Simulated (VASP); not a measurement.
# LiTaH4 (P4/mmm) in VASP: notebook, part 2 of 2

VASP 6.6.1. Earlier steps stand in the parts before.

## Step 4: Single point, PBE

This run uses another cell than the first one, of 11.60 Å³/atom, 0.979 times its volume.

INCAR reads:

```
SYSTEM = LiTaH4
PREC = Accurate ; ENCUT = 520
EDIFF = 1E-7 ; ISMEAR = 0
SIGMA = 0.1 ; LREAL = .False.
LASPH = .True. ; NELM = 80
ALGO = Normal ; ISIF = 2
LWAVE = .False. ; LCHARG = .False.
GGA = PE ; NBANDS = 18
```

KPOINTS reads:

```
Automatic mesh
0
Gamma
  6 6 4
  0 0 0
```

POSCAR reads:

```
LiTaH4
1.0
    3.5128891650      0.0000000000      0.0000000000
    0.0000000000      3.5128891650      0.0000000000
    0.0000000000      0.0000000000      5.6383893680
Li Ta H
1 1 4
Direct
    0.5000000000      0.5000000000      0.5000000000
    0.0000000000      0.0000000000      0.0000000000
    0.0000000000      0.0000000000      0.6671694880
    0.5000000000      0.0000000000      0.0000000000
    0.0000000000      0.5000000000      0.0000000000
    0.0000000000      0.0000000000      0.3328305120
```

Potentials or basis: VASP PAW PBE potentials, release 64 (Li_sv, Ta_pv, H).

The run is started by

```console
$ cat potpaw_PBE.64/Li_sv/POTCAR potpaw_PBE.64/Ta_pv/POTCAR potpaw_PBE.64/H/POTCAR > POTCAR
$ mpirun -np 1 vasp_std > vasp.out
```

OUTCAR:

```text
SYSTEM = LiTaH4
   PREC = Accurate
   ENCUT = 520
   EDIFF = 1E-7
   ISMEAR = 0
   LREAL = .False.
   LASPH = .True.
   NELM = 80
   ISIF = 2
   GGA = PE

 ion  position               nearest neighbor table
   1  0.500  0.500  0.500-
   2  0.000  0.000  0.000-   4 1.76   5 1.76   5 1.76   4 1.76   3 1.88   6 1.88
   3  0.000  0.000  0.667-   2 1.88
   4  0.500  0.000  0.000-   2 1.76   2 1.76
   5  0.000  0.500  0.000-   2 1.76   2 1.76
   6  0.000  0.000  0.333-   2 1.88

  LATTYP: Found a simple tetragonal cell.
 ALAT       =     3.5128891650
 C/A-ratio  =     1.6050575760

  Lattice vectors:

 A1 = (   3.5128891650,   0.0000000000,   0.0000000000)
 A2 = (   0.0000000000,   3.5128891650,   0.0000000000)
 A3 = (   0.0000000000,   0.0000000000,   5.6383893680)

Analysis of symmetry for initial positions (statically):
=====================================================================
 Subroutine PRICEL returns:
 Original cell was already a primitive cell.

 Routine SETGRP: Setting up the symmetry group for a
 simple tetragonal supercell.

 Subroutine GETGRP returns: Found 16 space group operations
 (whereof 16 operations were pure point group operations)
 out of a pool of 16 trial point group operations.

The static configuration has the point symmetry D_4h.

Analysis of symmetry for dynamics (positions and initial velocities):
=====================================================================
 Subroutine PRICEL returns:
 Original cell was already a primitive cell.

 Routine SETGRP: Setting up the symmetry group for a
 simple tetragonal supercell.

 Subroutine GETGRP returns: Found 16 space group operations
 (whereof 16 operations were pure point group operations)
 out of a pool of 16 trial point group operations.
[... 122 lines left out ...]
   EMIN   =  10.00;   EMAX   =-10.00  energy-range for DOS
   EFERMI =   0.00;   METHOD = LEGACY
   ISMEAR =     0;   SIGMA  =   0.10  broadening in eV -4-tet -1-fermi 0-gaus
   EFERMI_NEDOS =   21; number of points for ismear=-14 and -15
   IALGO  =     38    algorithm
   IMIX   =      4    mixing-type and parameters
     AMIX     =   0.40;   BMIX     =  1.00
     AMIX_MAG =   1.60;   BMIX_MAG =  1.00
  volume/ion in A,a.u.               =      11.60        78.26
  Fermi-wavevector in a.u.,A,eV,Ry     =   1.043128  1.971226 14.804723  1.088116
  Thomas-Fermi vector in A             =   2.177824
   LORBIT       =      0    0 simple, 1 ext, 2 COOP (PROOUT), +10 PAW based schemes
   GGA     = PE    functional components
   LHFCALC =     F    Hartree Fock is set to
   AEXX    =    0.0000 exact exchange contribution
   IVDW    =     0    specifies the selected vdW correction
   LEPSILON=     F    determine dielectric tensor
   LRPA    =     F    only Hartree local field effects (RPA)
 non-spin polarized calculation
 Gauss-broadening in eV      SIGMA  =   0.10
  energy-cutoff  :      520.00
  volume of cell :       69.58
 maximum number of plane-waves:      1908
 NGX is ok and might be reduce to    28
   NGX = 13   NGY = 13   NGZ = 21

 number of electron      18.0000007 magnetization

 Free energy of the ion-electron system (eV)
  ---------------------------------------------------
  ext. energy  EPLUGINS =         0.00000000
  ---------------------------------------------------
  free energy    TOTEN  =       -25.43876864 eV

  energy without entropy =      -25.42258175  energy(sigma->0) =      -25.43067520

 E-fermi :   0.8447     XC(G=0):  -8.4676

 val. band max:        0.8371289790   @ k =   0.5000   0.3333   0.5000
 cond. band min:       0.8550652396   @ k =   0.3333   0.0000   0.0000
 fundamental gap:      0.0179362605
 Fermi energy:         0.8446647585

 k-point     1 :       0.0000    0.0000    0.0000
  band No.  band energies     occupation
      1     -46.3254      2.00000
      2     -34.1662      2.00000
      3     -34.1662      2.00000
      4     -33.8824      2.00000
      5      -7.5816      2.00000
      6      -5.6303      2.00000
[... 481 lines left out ...]
      5      -6.2503      2.00000
      6      -2.9994      2.00000
[... 10 lines left out ...]
     17      10.1029      0.00000
     18      10.5607      0.00000

 [... further k-points ...]
[... 5 lines left out ...]
  --------------------------------------------------------------------------------------
  -------------------------------------------------------------------------------------
  Total       -0.0264973     -0.0264973     -0.1072677      0.0000000     -0.0000000      0.0000000
  in kB       -0.6101372     -0.6101372     -2.4699923      0.0000000     -0.0000000      0.0000000
  external PRESSURE =      -1.2300889 kB  Pullay stress =       0.0000000 kB

 VOLUME and BASIS-vectors are now :
 -----------------------------------------------------------------------------
  energy-cutoff  :      520.00
  volume of cell :       69.58
      direct lattice vectors                 reciprocal lattice vectors
     3.512889165  0.000000000  0.000000000     0.284665970  0.000000000  0.000000000
     0.000000000  3.512889165  0.000000000     0.000000000  0.284665970  0.000000000
     0.000000000  0.000000000  5.638389368     0.000000000  0.000000000  0.177355613

 POSITION                                       TOTAL-FORCE (eV/Angst)
 -----------------------------------------------------------------------------------
      1.75644      1.75644      2.81919         0.000000      0.000000      0.000000
      0.00000      0.00000      0.00000         0.000000      0.000000      0.000000
      0.00000      0.00000      3.76176         0.000000      0.000000      0.019000
      1.75644      0.00000      0.00000         0.000000      0.000000      0.000000
      0.00000      1.75644      0.00000         0.000000      0.000000      0.000000
      0.00000      0.00000      1.87663         0.000000      0.000000     -0.019000
 -----------------------------------------------------------------------------------
    total drift:                                0.000000      0.000000     -0.000000

  FREE ENERGIE OF THE ION-ELECTRON SYSTEM (eV)
  ---------------------------------------------------
  free  energy   TOTEN  =       -25.4387686431 eV

  energy  without entropy=      -25.4225817537  energy(sigma->0) =      -25.43067520
```

stdout:

```text
POSCAR found type information on POSCAR LiTaH
 POSCAR found :  3 types and       6 ions
 scaLAPACK will be used
 LDA part: xc-table for (Slater+PW92), standard interpolation
 POSCAR, INCAR and KPOINTS ok, starting setup
 FFT: planning ... GRIDC
 FFT: planning ... GRID_SOFT
 FFT: planning ... GRID
 WAVECAR not read
 entering main loop
```

It took 20 s on 1 thread of Intel Xeon 6975P-C (Granite Rapids), shared host; peak memory 0.19 GiB.

What came out:

```yaml
Free_energy: -25.4388 eV
Largest_force: 0.019 eV/Å
Band_gap_on_the_k_mesh: zero (band 9 reaches 2.40 eV, above the bottom of band 10 at 0.07 eV)
```

Forces in eV/Å, atoms in the order of the input:
```
Li   0.000  0.000  0.000
Ta   0.000  0.000  0.000
H    0.000  0.000  0.019
H    0.000  0.000  0.000
H    0.000  0.000  0.000
H    0.000  0.000 -0.019
```

Caveat: the cutoff is under 1.25 times the usual one of these potentials, so pressure, stress and relaxed cells hold a basis-set (Pulay) error; spin-orbit coupling is left out, which moves the levels of the heavy elements.

## Step 5: Relaxation of cell and atoms, PBE

This run uses another cell than the first one, of 14.05 Å³/atom, 1.186 times its volume.

INCAR reads:

```
SYSTEM = LiTaH4
PREC = Accurate
ENCUT = 600
EDIFF = 1E-6
ISMEAR = 0
SIGMA = 0.1
LREAL = .False.
LASPH = .True.
NELM = 60
ALGO = Normal
ISIF = 3
LWAVE = .False.
LCHARG = .False.
GGA = PE
IBRION = 2
NSW = 90
EDIFFG = -0.04
```

KPOINTS reads:

```
Automatic mesh
0
Gamma
  4 4 4
  0 0 0
```

POSCAR reads:

```
LiTaH4
1.0
    3.7905054800      0.0000000000      0.0000000000
    0.0000000000      3.7905054800      0.0000000000
    0.0000000000      0.0000000000      5.8676173700
Li Ta H
1 1 4
Direct
    0.5000000000      0.5000000000      0.5000000000
    0.0000000000      0.0000000000      0.0000000000
    0.0000000000      0.0000000000      0.6737352500
    0.5000000000      0.0000000000      0.0000000000
    0.0000000000      0.5000000000      0.0000000000
    0.0000000000      0.0000000000      0.3262647500
```

The run is started by

```console
$ cat potpaw_PBE.64/Li_sv/POTCAR potpaw_PBE.64/Ta_pv/POTCAR potpaw_PBE.64/H/POTCAR > POTCAR
$ mpirun -np 1 vasp_std > vasp.out
```

It took 56 s on 1 thread of Intel Xeon 6975P-C (Granite Rapids), shared host; peak memory 0.22 GiB.

The run converged. Its results:

```yaml
Free_energy: -25.3593 eV
Relaxed_volume: 11.93 Å³/atom
Relaxed_cell: a = 3.531 Å, b = 3.531 Å, c = 5.742 Å, α = 90.00°, β = 90.00°, γ = 90.00°
Space_group_after_relaxing_to_0.05_Å: P4/mmm (No. 123)
Energy_gained_by_relaxing: 66.4 meV/atom
Ionic_steps: 8
Pressure_after_relaxing: -0.4 GPa
Band_gap_on_the_k_mesh: zero (band 9 reaches 2.25 eV, above the bottom of band 10 at 0.19 eV)
```

Forces on the atoms (eV/Å):
```
Li   0.000  0.000  0.000
Ta   0.000  0.000  0.000
H    0.000  0.000 -0.003
H    0.000  0.000  0.000
H    0.000  0.000  0.000
H    0.000  0.000  0.003
```

Stress tensor (GPa, compression positive):
```
-0.34  0.00  0.00
 0.00 -0.34  0.00
 0.00  0.00 -0.45
```

Step by step:
```csv
step,energy change (eV),largest force (eV/Å),pressure (GPa),volume (Å³)
1,0.0000,0.3300,-7.26,84.31
2,-0.3109,0.0950,-3.49,76.76
3,-0.3799,0.3769,-0.35,72.53
4,-0.3815,0.4303,0.32,71.78
5,-0.3963,0.0354,0.00,71.46
6,-0.3965,0.0710,0.03,71.49
7,-0.3974,0.0503,-0.10,71.52
8,-0.3984,0.0029,-0.38,71.57
```

Final structure:
```
Li Ta H
1.0
     3.53054    0.00000    0.00000
     0.00000    3.53054    0.00000
     0.00000    0.00000    5.74168
Li Ta H
1 1 4
Direct
  0.50000 0.50000 0.50000
  0.00000 0.00000 0.00000
  0.00000 0.00000 0.67251
  0.50000 0.00000 0.00000
  0.00000 0.50000 0.00000
  0.00000 0.00000 0.32749
```

Levels at points of the mesh, in eV from the Fermi level:
```csv
k point,band 6,band 7,band 8,band 9,band 10,band 11,band 12,band 13
"(0.00, 0.00, 0.00)",-6.42,-5.50,-2.42,1.35,1.35,2.00,2.98,5.63
"(0.50, 0.00, 0.00)",-5.12,-3.88,-1.23,-1.02,0.65,1.55,2.22,2.51
"(0.50, 0.50, 0.00)",-3.07,-3.07,-1.79,-0.45,-0.35,-0.35,1.99,2.98
"(0.00, 0.00, 0.50)",-6.42,-4.87,-4.02,1.26,1.26,2.00,4.80,6.37
"(0.50, 0.00, 0.50)",-3.94,-3.83,-3.71,-1.36,0.66,1.51,2.33,3.98
"(0.50, 0.50, 0.50)",-3.01,-3.01,-2.91,-1.79,-0.71,-0.71,1.99,3.21
```

Caveat: the k points lie up to 0.44 Å⁻¹ apart in the final cell; the cutoff is under 1.25 times the usual one of these potentials, so pressure, stress and relaxed cells hold a basis-set (Pulay) error; the volume moved by over 15 % at a fixed basis, so the end points are rough; spin-orbit coupling is left out, which moves the levels of the heavy elements.

## Step 6: Overview

```csv
task,cell,k mesh,cutoff (eV),gap on the mesh (eV),largest force (eV/Å)
single point,"a = 3.529, b = 3.529, c = 5.709 Å, 6 atoms",4 × 4 × 4,520,none,0.02
single point,"a = 3.791, b = 3.791, c = 5.868 Å, 6 atoms",4 × 4 × 4,520,none,0.33
single point,"a = 3.513, b = 3.513, c = 5.638 Å, 6 atoms",6 × 6 × 4,520,none,0.02
relaxation of cell and atoms,"relaxed from a = 3.791, b = 3.791, c = 5.868 Å, 6 atoms",4 × 4 × 4,600,none,-
```

Alike in all rows: level PBE; potentials or basis VASP PAW PBE potentials, release 64 (Li_sv, Ta_pv, H); no spin polarisation; smearing gaussian 0.1 eV.

Caveats: some runs use coarse meshes; the cutoff is under 1.25 times the usual one of these potentials, so pressure, stress and relaxed cells hold a basis-set (Pulay) error; spin-orbit coupling is left out, which moves the levels of the heavy elements; the volume moved by over 15 % at a fixed basis, so the end points are rough (some runs).

Total energies depend on the potentials used, so only differences within one code and one set of settings carry meaning.
